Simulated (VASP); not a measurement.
# Al (P1) in VASP: relaxation of the atoms with PBEsol

Aim: the relaxation of the atoms of Al with PBEsol.

All numbers are computed with VASP 6.6.1; they aren't measurements. Logs are shortened: lines on timing, memory, paths and dates and some standing lists are left out, and cuts for length are marked.

### 1 The cell of the first run

The typed cell holds 4 atoms: a = 2.839 Å, b = 2.698 Å, c = 10.390 Å, α = 89.02°, β = 90.58°, γ = 126.48°.

### 2 Relaxation of the atoms, PBEsol

Contents of INCAR:

```
PREC     = Accurate       # precision mode
ENCUT    = 520            # plane-wave cutoff, eV
EDIFF    = 1E-6           # SCF threshold, eV
ISMEAR   = 0              # smearing method
SIGMA    = 0.15           # smearing width, eV
LREAL    = False          # projectors in reciprocal space
LASPH    = True           # aspherical terms in the spheres
NELM     = 60             # most SCF steps
ALGO     = Fast           # electronic algorithm
ISIF     = 2              # what is computed and relaxed
LWAVE    = False          # write WAVECAR
LCHARG   = False          # write CHGCAR
GGA      = PS             # functional
IBRION   = 2              # ionic algorithm
NSW      = 100            # ionic steps
EDIFFG   = -0.01          # ionic threshold
```

Contents of KPOINTS:

```
Automatic mesh
0
Gamma
  12 12 4
```

Contents of POSCAR:

```
Al
1.0
    2.8363427619     -0.1132176851     -0.0146446169
   -1.5162207724      2.2316460100      0.0247805913
   -0.0481331500      0.0662578236     10.3893878584
Al
4
Direct
    0.0091103838      0.0060195843     -0.0006981859
    0.3296235064      0.6647680852      0.2510548297
   -0.0060706961     -0.0019501118      0.4993553844
    0.6673368058      0.3311624423      0.7502879718
```

Potentials or basis: VASP PAW PBE potentials, release 64 (Al).

Started as:

```bash
$ cat potpaw_PBE.64/Al/POTCAR > POTCAR
$ mpirun -np 1 vasp_std > vasp.out
```

OUTCAR:

```text
PREC = Accurate
   ENCUT = 520
   EDIFF = 1E-6
   ISMEAR = 0
   LREAL = False
   LASPH = True
   NELM = 60
   ISIF = 2
   GGA = PS
   IBRION = 2
   NSW = 100
   EDIFFG = -0.01

 ion  position               nearest neighbor table
   1  0.009  0.006  0.999-   4 2.99   2 3.00   4 3.00   4 3.05   2 3.05   2 3.06
   2  0.330  0.665  0.251-   3 2.94   3 3.00   1 3.00   1 3.05   1 3.06   3 3.09
   3  0.994  0.998  0.499-   2 2.94   4 2.97   2 3.00   4 3.03   2 3.09   4 3.10
   4  0.667  0.331  0.750-   3 2.97   1 2.99   1 3.00   3 3.03   1 3.05   3 3.10

  LATTYP: Found a triclinic cell.
 ALAT       =     2.6981073778
 B/A-ratio  =     0.9251335466
 C/A-ratio  =     3.8507402319
 COS(alpha) =     0.0070227653
 COS(beta)  =     0.0170622930
 COS(gamma) =     0.4048001877

  Lattice vectors:

 A1 = (   1.5162207724,  -2.2316460100,  -0.0247805913)
 A2 = (  -1.3201219895,  -2.1184283249,  -0.0101359744)
 A3 = (   0.0481331500,  -0.0662578236, -10.3893878584)

Analysis of symmetry for initial positions (statically):
=====================================================================
 Subroutine PRICEL returns:
 Original cell was already a primitive cell.

 Routine SETGRP: Setting up the symmetry group for a
 triclinic supercell.

 Subroutine GETGRP returns: Found  1 space group operations
 (whereof  1 operations were pure point group operations)
 out of a pool of  2 trial point group operations.

The static configuration has the point symmetry C_1 .

Analysis of symmetry for dynamics (positions and initial velocities):
=====================================================================
 Subroutine PRICEL returns:
 Original cell was already a primitive cell.

 Routine SETGRP: Setting up the symmetry group for a
 triclinic supercell.

 Subroutine GETGRP returns: Found  1 space group operations
 (whereof  1 operations were pure point group operations)
 out of a pool of  2 trial point group operations.

The dynamic configuration has the point symmetry C_1 .

 Subroutine INISYM returns: Found  1 space group operations
 (whereof  1 operations are pure point group operations),
 and found     1 'primitive' translations

----------------------------------------------------------------------------------------

                                     Primitive cell

  volume of cell :      63.9737

  direct lattice vectors                    reciprocal lattice vectors
     2.836342762 -0.113217685 -0.014644617     0.362395443  0.246216829  0.000108711
    -1.516220772  2.231646010  0.024780591     0.018371476  0.460613329 -0.002852426
    -0.048133150  0.066257824 10.389387858     0.000467004 -0.000751586  0.096259018

  length of vectors
     2.838639282  2.698107378 10.389710630     0.438124635  0.460988380  0.096263085

  position of ions in fractional coordinates (direct lattice)
     0.009110384  0.006019584  0.999301814
     0.329623506  0.664768085  0.251054830
     0.993929304  0.998049888  0.499355384
     0.667336806  0.331162442  0.750287972

  ion indices of the primitive-cell ions
   primitive index   ion index
                 1           1
                 2           2
                 3           3
                 4           4

----------------------------------------------------------------------------------------

 KPOINTS: Automatic mesh

Automatic generation of k-mesh.
 Grid dimensions read from file:
 generate k-points for:   12   12    4

 Generating k-lattice:

  Cartesian coordinates                     Fractional coordinates (reciprocal lattice)
     0.030199620  0.020518069  0.000009059     0.083333333 -0.000000000 -0.000000000
     0.001530956  0.038384444 -0.000237702     0.000000000  0.083333333  0.000000000
     0.000116751 -0.000187897  0.024064755     0.000000000  0.000000000  0.250000000

  Length of vectors
     0.036510386  0.038415698  0.024065771

  Shift w.r.t. Gamma in fractional coordinates (k-lattice)
     0.000000000  0.000000000  0.000000000

 Subroutine IBZKPT returns following result:
 ===========================================

 Found    292 irreducible k-points:

 Following reciprocal coordinates:
            Coordinates               Weight
  0.000000  0.000000  0.000000      1.000000
  0.083333  0.000000  0.000000      2.000000
  0.166667  0.000000  0.000000      2.000000
  0.250000  0.000000  0.000000      2.000000
  0.333333  0.000000  0.000000      2.000000
  0.416667  0.000000  0.000000      2.000000
[... 16 lines left out ...]
  0.250000  0.166667  0.000000      2.000000
  0.333333  0.166667  0.000000      2.000000
 [... further k-points ...]
   k-points           NKPTS =    292   k-points in BZ     NKDIM =    292   number of bands    NBANDS=     10
   number of dos      NEDOS =    301   number of ions     NIONS =      4
   total plane-waves  NPLWV =  38400
   dimension x,y,z NGX =    24 NGY =   20 NGZ =   80
   dimension x,y,z NGXF=    48 NGYF=   40 NGZF=  160
   ions per type =               4
   NGX,Y,Z   is equivalent  to a cutoff of  14.06, 12.32, 12.80 a.u.
   NGXF,Y,Z  is equivalent  to a cutoff of  28.11, 24.65, 25.60 a.u.
 SYSTEM =  unknown system
   PREC   = accura    normal or accurate (medium, high low for compatibility)
   ISTART =      0    job   : 0-new  1-cont  2-samecut
   ICHARG =      2    charge: 1-file 2-atom 10-const
   ISPIN  =      1    spin polarized calculation?
   LNONCOLLINEAR =      F non collinear calculations
   LSORBIT =      F    spin-orbit coupling
   LASPH  =      T    aspherical Exc in radial PAW
   ENCUT  =  520.0 eV  38.22 Ry    6.18 a.u.   5.28  5.02 19.32*2*pi/ulx,y,z
   NELM   =     60;   NELMIN=  2; NELMDL= -5     # of ELM steps
   EDIFF  = 0.1E-05   stopping-criterion for ELM
   LREAL  =      F    real-space projection
   EDIFFG = -.1E-01   stopping-criterion for IOM
   NSW    =    100    number of steps for IOM
   IBRION =      2    ionic relax: 0-MD 1-quasi-New 2-CG
   NFREE  =      1    steps in history (QN), initial steepest desc. (CG)
   ISIF   =      2    stress and relaxation
   ISYM   =      2    0-nonsym 1-usesym 2-fastsym
   POTIM  = 0.5000    time-step for ionic-motion
   TEBEG  =    0.0;   TEEND  =   0.0 temperature during run
   PSTRESS=    0.0 pullay stress
   NELECT =      12.0000    total number of electrons
   NUPDOWN=      -1.0000    fix difference up-down
   EMIN   =  10.00;   EMAX   =-10.00  energy-range for DOS
   EFERMI =   0.00;   METHOD = LEGACY
   ISMEAR =     0;   SIGMA  =   0.15  broadening in eV -4-tet -1-fermi 0-gaus
   EFERMI_NEDOS =   21; number of points for ismear=-14 and -15
   IALGO  =     68    algorithm
   IMIX   =      4    mixing-type and parameters
     AMIX     =   0.40;   BMIX     =  1.00
     AMIX_MAG =   1.60;   BMIX_MAG =  1.00
  volume/ion in A,a.u.               =      15.99       107.93
  Fermi-wavevector in a.u.,A,eV,Ry     =   0.937133  1.770925 11.948890  0.878219
  Thomas-Fermi vector in A             =   2.064213
   LORBIT       =      0    0 simple, 1 ext, 2 COOP (PROOUT), +10 PAW based schemes
   GGA     = PS    functional components
   LHFCALC =     F    Hartree Fock is set to
   AEXX    =    0.0000 exact exchange contribution
   IVDW    =     0    specifies the selected vdW correction
   LEPSILON=     F    determine dielectric tensor
   LRPA    =     F    only Hartree local field effects (RPA)
 conjugate gradient relaxation of ions
 non-spin polarized calculation
 RMM-DIIS sequential band-by-band and
 Gauss-broadening in eV      SIGMA  =   0.15
  energy-cutoff  :      520.00
  volume of cell :       63.97
 maximum number of plane-waves:      1748
 NGX is ok and might be reduce to    24
   NGX = 11   NGY = 11   NGZ = 39

--------------------------------------- Ionic step        1  -------------------------------------------

 number of electron      12.0000000 magnetization

 Free energy of the ion-electron system (eV)
  ---------------------------------------------------
  ext. energy  EPLUGINS =         0.00000000
  ---------------------------------------------------
  free energy    TOTEN  =       -15.68331104 eV

  energy without entropy =      -15.66473713  energy(sigma->0) =      -15.67402409

------------------------ aborting loop because EDIFF is reached ----------------------------------------

  FORCE on cell =-STRESS in cart. coord.  units (eV):
  Direction    XX          YY          ZZ          XY          YZ          ZX
  --------------------------------------------------------------------------------------
  -------------------------------------------------------------------------------------
  Total        2.8106248      8.3181045     -2.3365418      3.1030832     -0.1062993      0.0446207
  in kB       70.3901137    208.3210585    -58.5170396     77.7145287     -2.6621918      1.1174949
  external PRESSURE =      73.3980442 kB  Pullay stress =       0.0000000 kB
[... 95 lines left out ...]
  FREE ENERGIE OF THE ION-ELECTRON SYSTEM (eV)
  ---------------------------------------------------
  free  energy   TOTEN  =       -15.6841665317 eV

  energy  without entropy=      -15.6655962529  energy(sigma->0) =      -15.67488139

[... ionic steps 4 to 7 ...]

--------------------------------------- Ionic step        8  -------------------------------------------

 number of electron      12.0000000 magnetization

------------------------ aborting loop because EDIFF is reached ----------------------------------------
[... 71 lines left out ...]
--------------------------------------- Ionic step       10  -------------------------------------------

 number of electron      12.0000000 magnetization

 Free energy of the ion-electron system (eV)
  ---------------------------------------------------
  ext. energy  EPLUGINS =         0.00000000
  ---------------------------------------------------
  free energy    TOTEN  =       -15.68539933 eV

  energy without entropy =      -15.66683238  energy(sigma->0) =      -15.67611585

 E-fermi :   8.1567     XC(G=0): -10.3464

 val. band max:        8.1548631126   @ k =   0.3333   0.2500   0.5000
 cond. band min:       8.1580780452   @ k =   0.3333  -0.3333   0.2500
 fundamental gap:      0.0032149326
 Fermi energy:         8.1567092561

 k-point     1 :       0.0000    0.0000    0.0000
  band No.  band energies     occupation
      1      -3.1073      2.00000
      2      -1.7583      2.00000
      3      -1.7521      2.00000
      4       1.7683      2.00000
      5       2.7874      2.00000
      6       8.7622      0.00000
      7       8.7661      0.00000
      8      17.1136      0.00000
      9      17.4024      0.00000
     10      19.2562      0.00000
[... 287 lines left out ...]
 k-point    24 :       0.3333    0.1667    0.0000
  band No.  band energies     occupation
      1       2.7127      2.00000
      2       3.9363      2.00000
      3       3.9913      2.00000
      4       5.8562      2.00000
      5       7.1554      2.00000
      6       7.4791      2.00000
      7       8.0402      1.72799
      8       8.4747      0.00272
      9      10.6075      0.00000
     10      11.6884      0.00000

 [... further k-points ...]
[... 5 lines left out ...]
  --------------------------------------------------------------------------------------
  -------------------------------------------------------------------------------------
  Total        2.7949799      8.3224983     -2.2963303      3.0555570     -0.0922442      0.0305218
  in kB       69.9982993    208.4310967    -57.5099729     76.5242693     -2.3101912      0.7643978
  external PRESSURE =      73.6398077 kB  Pullay stress =       0.0000000 kB
[... 19 lines left out ...]
  FREE ENERGIE OF THE ION-ELECTRON SYSTEM (eV)
  ---------------------------------------------------
  free  energy   TOTEN  =       -15.6853993286 eV

  energy  without entropy=      -15.6668323777  energy(sigma->0) =      -15.67611585

 reached required accuracy - stopping structural energy minimisation
```

Run time: 8.6 min. Hardware: 1 thread of Oxide Virtual Turin-like, shared host; peak memory 0.27 GiB.

Results:

- Free energy: -15.6854 eV
- Energy gained by relaxing: 0.5 meV/atom
- Ionic steps: 10
- Pressure after relaxing: 7.4 GPa
- Largest force after relaxing: 0.005 eV/Å
- Band gap on the k mesh: zero (bands 6 and 7 overlap by 5.02 eV)

Forces on the atoms (eV/Å):
```
Al   0.000  0.002  0.002
Al   0.000 -0.001 -0.005
Al   0.003  0.003  0.003
Al  -0.002 -0.003 -0.001
```

Stress tensor (GPa, compression positive):
```
 7.00  7.65  0.08
 7.65 20.84 -0.23
 0.08 -0.23 -5.75
```

The path:
```tsv
step	energy change (eV)	largest force (eV/Å)	pressure (GPa)
1	0.0000	0.0613	7.34
2	-0.0003	0.0501	7.34
3	-0.0009	0.0256	7.34
4	-0.0009	0.0287	7.34
5	-0.0010	0.0260	7.34
6	-0.0013	0.0188	7.34
7	-0.0016	0.0192	7.35
8	-0.0017	0.0222	7.35
9	-0.0019	0.0156	7.36
10	-0.0021	0.0051	7.36
```

Final structure:
```
Al
1.0
     2.83634   -0.11322   -0.01464
    -1.51622    2.23165    0.02478
    -0.04813    0.06626   10.38939
Al
4
Direct
  0.00097 0.99981 0.99998
  0.34311 0.65711 0.24951
  0.99717 0.99888 0.49994
  0.65875 0.34420 0.75057
```

Levels at points of the mesh, in eV from the Fermi level:
```csv
k point,band 2,band 3,band 4,band 5,band 6,band 7,band 8,band 9,band 10
"(0.00, 0.00, 0.00)",-9.92,-9.91,-6.39,-5.37,0.61,0.61,8.96,9.25,11.10
"(0.50, 0.00, 0.00)",-4.39,-3.60,-3.47,-2.63,-2.48,0.29,0.78,1.20,1.45
"(0.00, 0.50, 0.00)",-3.70,-3.06,-2.79,-1.83,-1.54,1.00,1.53,2.00,2.13
"(0.50, 0.50, 0.00)",-5.28,-4.32,-4.16,-3.92,-3.70,-0.75,-0.38,0.12,0.72
"(0.00, 0.00, 0.50)",-10.91,-8.26,-8.24,-2.90,-2.89,4.65,4.65,11.19,11.31
"(0.50, 0.00, 0.50)",-4.27,-3.98,-3.97,-1.68,-1.67,-0.98,-0.97,3.54,3.54
"(0.00, 0.50, 0.50)",-3.65,-3.28,-3.19,-1.03,-0.79,-0.29,-0.04,4.06,4.24
"(0.50, 0.50, 0.50)",-5.07,-4.95,-4.93,-2.79,-2.55,-2.24,-1.97,2.29,2.67
```

Caveat: the PAW data sets were made with another functional, which shifts forces and pressure a little.
